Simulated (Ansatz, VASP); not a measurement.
KF: VASP beside Ansatz

```xyz
2
Lattice="0.0000 2.7102 2.7102 2.7102 0.0000 2.7102 2.7102 2.7102 0.0000" Properties=species:S:1:pos:R:3 pbc="T T T"
K     0.0000    0.0000    0.0000
F     2.7102    2.7102    2.7102
```

Alike in both runs: task single point; functional PBE; k mesh 12 × 12 × 12; occupations gaussian, width 0.05 eV; no spin polarisation.

|  | VASP | Ansatz |
| --- | --- | --- |
| version | VASP 6.6.1 | Ansatz 0.2.0 |
| potentials or method | VASP PAW PBE potentials, release 64 (K_sv, F), cutoff 520 eV | scalar-relativistic, plane waves, PAW |
| valence electrons in the cell | 16 | 16 |

```tsv
	VASP	Ansatz	Ansatz less VASP
gap on the k mesh at the Fermi level (eV)	5.95	5.96	+0.015
least direct gap on the mesh (eV)	5.95	5.96	+0.015
pressure (GPa)	0.0	0.0	-0.01
```

With one functional, cell and mesh, what is left measures potentials, basis and numerics.
